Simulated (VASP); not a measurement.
# TiSe2 (P-3m1) in VASP: a series of runs, part 2 of 2

VASP 6.6.1.

**3. Single point, LDA**

The COD entry that gives the cell may itself be a prediction, so a difference from it is no test against experiment.

Input file INCAR:

```
SYSTEM = TiSe2
  PREC = Accurate
  ENCUT = 500
  EDIFF = 1E-6
  ISMEAR = -1
  SIGMA = 0.02
  LREAL = .FALSE.
  LASPH = .TRUE.
  NELM = 120
  ALGO = Normal
  ISIF = 2
  LWAVE = .FALSE.
  LCHARG = .FALSE.
  NBANDS = 19
  GGA_COMPAT = .FALSE.
```

Input file KPOINTS:

```
regular mesh
0
G
  12 12 4
  0 0 0
```

Input file POSCAR:

```
TiSe2
1.0
    3.5420252115      0.0000000000      0.0000000000
   -1.7710126058      3.0674838140      0.0000000000
    0.0000000000      0.0000000000      6.0915063938
Ti Se
1 2
Direct
    0.0000000000      0.0000000000      0.0000000000
    0.3333333333      0.6666666667      0.2498693004
    0.6666666667      0.3333333333      0.7501306996
```

Potentials or basis: VASP PAW LDA potentials, release 64 (Ti_sv, Se).

The run is started by

```console
cat potpaw_LDA.64/Ti_sv/POTCAR potpaw_LDA.64/Se/POTCAR > POTCAR
mpirun -np 1 vasp_std > vasp.out
```

OUTCAR:

```text
SYSTEM = TiSe2
   PREC = Accurate
   ENCUT = 500
   EDIFF = 1E-6
   ISMEAR = -1
   LREAL = .FALSE.
   LASPH = .TRUE.
   NELM = 120
   ISIF = 2

 ion  position               nearest neighbor table
   1  0.000  0.000  0.000-   2 2.55   3 2.55   3 2.55   2 2.55   3 2.55   2 2.55
   2  0.333  0.667  0.250-   1 2.55   1 2.55   1 2.55
   3  0.667  0.333  0.750-   1 2.55   1 2.55   1 2.55

  LATTYP: Found a hexagonal cell.
 ALAT       =     3.5420252115
 C/A-ratio  =     1.7197806424

  Lattice vectors:

 A1 = (   3.5420252115,   0.0000000000,   0.0000000000)
 A2 = (  -1.7710126058,   3.0674838140,   0.0000000000)
 A3 = (   0.0000000000,   0.0000000000,   6.0915063938)

Analysis of symmetry for initial positions (statically):
=====================================================================
 Subroutine PRICEL returns:
 Original cell was already a primitive cell.

 Routine SETGRP: Setting up the symmetry group for a
 hexagonal supercell.

 Subroutine GETGRP returns: Found 12 space group operations
 (whereof 12 operations were pure point group operations)
 out of a pool of 24 trial point group operations.

The static configuration has the point symmetry D_3d.

Analysis of symmetry for dynamics (positions and initial velocities):
=====================================================================
 Subroutine PRICEL returns:
 Original cell was already a primitive cell.

 Routine SETGRP: Setting up the symmetry group for a
 hexagonal supercell.

 Subroutine GETGRP returns: Found 12 space group operations
 (whereof 12 operations were pure point group operations)
 out of a pool of 24 trial point group operations.

The dynamic configuration has the point symmetry D_3d.

 Subroutine INISYM returns: Found 12 space group operations
 (whereof 12 operations are pure point group operations),
 and found     1 'primitive' translations

----------------------------------------------------------------------------------------

                                     Primitive cell

  volume of cell :      66.1849

  direct lattice vectors                    reciprocal lattice vectors
     3.542025211  0.000000000  0.000000000     0.282324360  0.163000045  0.000000000
    -1.771012606  3.067483814  0.000000000     0.000000000  0.326000090  0.000000000
     0.000000000  0.000000000  6.091506394     0.000000000  0.000000000  0.164163006

  length of vectors
     3.542025211  3.542025212  6.091506394     0.326000090  0.326000090  0.164163006

  position of ions in fractional coordinates (direct lattice)
     0.000000000  0.000000000  0.000000000
     0.333333333  0.666666667  0.249869300
     0.666666667  0.333333333  0.750130700

  ion indices of the primitive-cell ions
   primitive index   ion index
                 1           1
                 2           2
                 3           3

----------------------------------------------------------------------------------------

 KPOINTS: regular mesh

Automatic generation of k-mesh.
 Grid dimensions read from file:
 generate k-points for:   12   12    4

 Generating k-lattice:

  Cartesian coordinates                     Fractional coordinates (reciprocal lattice)
     0.023527030  0.013583337  0.000000000     0.083333333  0.000000000  0.000000000
     0.000000000  0.027166674  0.000000000     0.000000000  0.083333333  0.000000000
     0.000000000  0.000000000  0.041040751     0.000000000  0.000000000  0.250000000

  Length of vectors
     0.027166674  0.027166674  0.041040751

  Shift w.r.t. Gamma in fractional coordinates (k-lattice)
     0.000000000  0.000000000  0.000000000

 Subroutine IBZKPT returns following result:
 ===========================================

 Found     69 irreducible k-points:

 Following reciprocal coordinates:
            Coordinates               Weight
  0.000000  0.000000  0.000000      1.000000
  0.083333  0.000000  0.000000      6.000000
  0.166667  0.000000  0.000000      6.000000
  0.250000  0.000000  0.000000      6.000000
  0.333333  0.000000  0.000000      6.000000
  0.416667  0.000000  0.000000      6.000000
[... 16 lines left out ...]
  0.166667  0.000000  0.250000      6.000000
  0.000000  0.166667  0.250000      6.000000
 [... further k-points ...]
   k-points           NKPTS =     69   k-points in BZ     NKDIM =     69   number of bands    NBANDS=     19
   number of dos      NEDOS =    301   number of ions     NIONS =      3
   total plane-waves  NPLWV =  37632
   dimension x,y,z NGX =    28 NGY =   28 NGZ =   48
   dimension x,y,z NGXF=    56 NGYF=   56 NGZF=   96
   ions per type =               1   2
   NGX,Y,Z   is equivalent  to a cutoff of  13.14, 13.14, 13.10 a.u.
   NGXF,Y,Z  is equivalent  to a cutoff of  26.28, 26.28, 26.20 a.u.
 SYSTEM =  TiSe2
   PREC   = accura    normal or accurate (medium, high low for compatibility)
   ISTART =      0    job   : 0-new  1-cont  2-samecut
   ICHARG =      2    charge: 1-file 2-atom 10-const
   ISPIN  =      1    spin polarized calculation?
   LNONCOLLINEAR =      F non collinear calculations
   LSORBIT =      F    spin-orbit coupling
   LASPH  =      T    aspherical Exc in radial PAW
   ENCUT  =  500.0 eV  36.75 Ry    6.06 a.u.   6.46  6.46 11.11*2*pi/ulx,y,z
   NELM   =    120;   NELMIN=  2; NELMDL= -5     # of ELM steps
   EDIFF  = 0.1E-05   stopping-criterion for ELM
   LREAL  =      F    real-space projection
   EDIFFG = 0.1E-04   stopping-criterion for IOM
   NSW    =      0    number of steps for IOM
   IBRION =     -1    ionic relax: 0-MD 1-quasi-New 2-CG
   NFREE  =      0    steps in history (QN), initial steepest desc. (CG)
   ISIF   =      2    stress and relaxation
   ISYM   =      2    0-nonsym 1-usesym 2-fastsym
   POTIM  = 0.5000    time-step for ionic-motion
   TEBEG  =    0.0;   TEEND  =   0.0 temperature during run
   PSTRESS=    0.0 pullay stress
   NELECT =      24.0000    total number of electrons
   NUPDOWN=      -1.0000    fix difference up-down
   EMIN   =  10.00;   EMAX   =-10.00  energy-range for DOS
   EFERMI =   0.00;   METHOD = LEGACY
   ISMEAR =    -1;   SIGMA  =   0.02  broadening in eV -4-tet -1-fermi 0-gaus
   EFERMI_NEDOS =   21; number of points for ismear=-14 and -15
   IALGO  =     38    algorithm
   IMIX   =      4    mixing-type and parameters
     AMIX     =   0.40;   BMIX     =  1.00
     AMIX_MAG =   1.60;   BMIX_MAG =  1.00
  volume/ion in A,a.u.               =      22.06       148.88
  Fermi-wavevector in a.u.,A,eV,Ry     =   1.167416  2.206097 18.542843  1.362860
  Thomas-Fermi vector in A             =   2.303917
   LORBIT       =      0    0 simple, 1 ext, 2 COOP (PROOUT), +10 PAW based schemes
   GGA     = CA    functional components
   LHFCALC =     F    Hartree Fock is set to
   AEXX    =    0.0000 exact exchange contribution
   IVDW    =     0    specifies the selected vdW correction
   LEPSILON=     F    determine dielectric tensor
   LRPA    =     F    only Hartree local field effects (RPA)
 non-spin polarized calculation
  energy-cutoff  :      500.00
  volume of cell :       66.18
 maximum number of plane-waves:      1702
 NGX is ok and might be reduce to    28
   NGX = 13   NGY = 13   NGZ = 23

 number of electron      24.0000002 magnetization

 Free energy of the ion-electron system (eV)
  ---------------------------------------------------
  ext. energy  EPLUGINS =         0.00000000
  ---------------------------------------------------
  free energy    TOTEN  =       -20.25721238 eV

  energy without entropy =      -20.25603305  energy(sigma->0) =      -20.25662272

 E-fermi :   4.5229     XC(G=0): -10.1893

 val. band max:        4.4858795163   @ k =   0.0000   0.4167   0.2500
 cond. band min:       4.5274314762   @ k =   0.5000   0.0000   0.2500
 fundamental gap:      0.0415519600
 Fermi energy:         4.5228953492

 k-point     1 :       0.0000    0.0000    0.0000
  band No.  band energies     occupation
      1     -52.3589      2.00000
      2     -28.9766      2.00000
      3     -28.9629      2.00000
      4     -28.9629      2.00000
      5      -9.3616      2.00000
      6      -7.9967      2.00000
[... 11 lines left out ...]
     18      10.0914      0.00000
     19      10.1506      0.00000

 k-point     2 :       0.0833    0.0000    0.0000
  band No.  band energies     occupation
      1     -52.3584      2.00000
      2     -28.9753      2.00000
      3     -28.9691      2.00000
      4     -28.9643      2.00000
      5      -9.2872      2.00000
      6      -7.9716      2.00000
[... 476 lines left out ...]
 k-point    24 :       0.0000    0.1667    0.2500
  band No.  band energies     occupation
      1     -52.3569      2.00000
      2     -28.9860      2.00000
      3     -28.9717      2.00000
      4     -28.9681      2.00000
      5      -8.9600      2.00000
      6      -8.0722      2.00000
[... 11 lines left out ...]
     18      11.4598      0.00000
     19      12.0385      0.00000

 [... further k-points ...]
[... 5 lines left out ...]
  --------------------------------------------------------------------------------------
  -------------------------------------------------------------------------------------
  Total       -1.9534434     -1.9534434     -1.4835193      0.0000000     -0.0000000      0.0000000
  in kB      -47.2882009    -47.2882009    -35.9124595      0.0000000     -0.0000000      0.0000000
  external PRESSURE =     -43.4962871 kB  Pullay stress =       0.0000000 kB

 VOLUME and BASIS-vectors are now :
 -----------------------------------------------------------------------------
  energy-cutoff  :      500.00
  volume of cell :       66.18
      direct lattice vectors                 reciprocal lattice vectors
     3.542025211  0.000000000  0.000000000     0.282324360  0.163000045  0.000000000
    -1.771012606  3.067483814  0.000000000     0.000000000  0.326000090  0.000000000
     0.000000000  0.000000000  6.091506394     0.000000000  0.000000000  0.164163006

 POSITION                                       TOTAL-FORCE (eV/Angst)
 -----------------------------------------------------------------------------------
      0.00000      0.00000      0.00000         0.000000      0.000000      0.000000
     -0.00000      2.04499      1.52208         0.000000     -0.000000     -0.159893
      1.77101      1.02249      4.56943        -0.000000      0.000000      0.159893
 -----------------------------------------------------------------------------------
    total drift:                                0.000000      0.000000     -0.000000

  FREE ENERGIE OF THE ION-ELECTRON SYSTEM (eV)
  ---------------------------------------------------
  free  energy   TOTEN  =       -20.2572123825 eV

  energy  without entropy=      -20.2560330540  energy(sigma->0) =      -20.25662272
```

OSZICAR:

```text
N       E                     dE             d eps       ncg     rms          rms(c)
DAV:   1     0.196858360116E+03    0.19686E+03   -0.11225E+04  2622   0.120E+03
DAV:   2    -0.396910172757E+01   -0.20083E+03   -0.19478E+03  2777   0.316E+02
DAV:   3    -0.226266276647E+02   -0.18658E+02   -0.17924E+02  3685   0.917E+01
DAV:   4    -0.233610264234E+02   -0.73440E+00   -0.73192E+00  3446   0.170E+01
DAV:   5    -0.233819787841E+02   -0.20952E-01   -0.20938E-01  3618   0.270E+00    0.122E+01
DAV:   6    -0.220426734455E+02    0.13393E+01   -0.33526E+01  2773   0.415E+01    0.117E+01
DAV:   7    -0.206070709142E+02    0.14356E+01   -0.24887E+01  3239   0.320E+01    0.502E+00
DAV:   8    -0.203038994157E+02    0.30317E+00   -0.29434E+00  2950   0.123E+01    0.198E+00
DAV:   9    -0.202586964747E+02    0.45203E-01   -0.26792E-01  3036   0.377E+00    0.559E-01
DAV:  10    -0.202574437641E+02    0.12527E-02   -0.24841E-02  3140   0.113E+00    0.247E-01
DAV:  11    -0.202583946246E+02   -0.95086E-03   -0.13877E-02  3486   0.701E-01    0.256E-01
DAV:  12    -0.202572110419E+02    0.11836E-02   -0.55741E-03  3282   0.460E-01    0.397E-02
DAV:  13    -0.202572235305E+02   -0.12489E-04   -0.67765E-05  2978   0.653E-02    0.271E-02
DAV:  14    -0.202572128290E+02    0.10701E-04   -0.39631E-05  3520   0.405E-02    0.710E-03
DAV:  15    -0.202572123825E+02    0.44656E-06   -0.39535E-06  2690   0.951E-03
   1 F= -.20257212E+02 E0= -.20256623E+02  d E =-.117933E-02
```

stdout:

```text
POSCAR found type information on POSCAR TiSe
 POSCAR found :  2 types and       3 ions
 scaLAPACK will be used
 LDA part: xc-table for (Slater(with rela. corr.)+CA(PZ))
 , standard interpolation
 POSCAR, INCAR and KPOINTS ok, starting setup
 FFT: planning ... GRIDC
 FFT: planning ... GRID_SOFT
 FFT: planning ... GRID
 WAVECAR not read
 entering main loop
```

Run time: 47 s. Hardware: 1 thread of AMD EPYC 9R45 (Zen 5), shared host; peak memory 0.18 GiB.

Results:

```yaml
Free_energy: -20.2572 eV
Pressure: -4.3 GPa
Largest_force: 0.160 eV/Å
Band_gap_on_the_k_mesh: zero (band 12 reaches 4.94 eV, above the bottom of band 13 at 4.35 eV)
```

Forces on the atoms (eV/Å):
```
Ti   0.000  0.000  0.000
Se   0.000  0.000 -0.160
Se   0.000  0.000  0.160
```
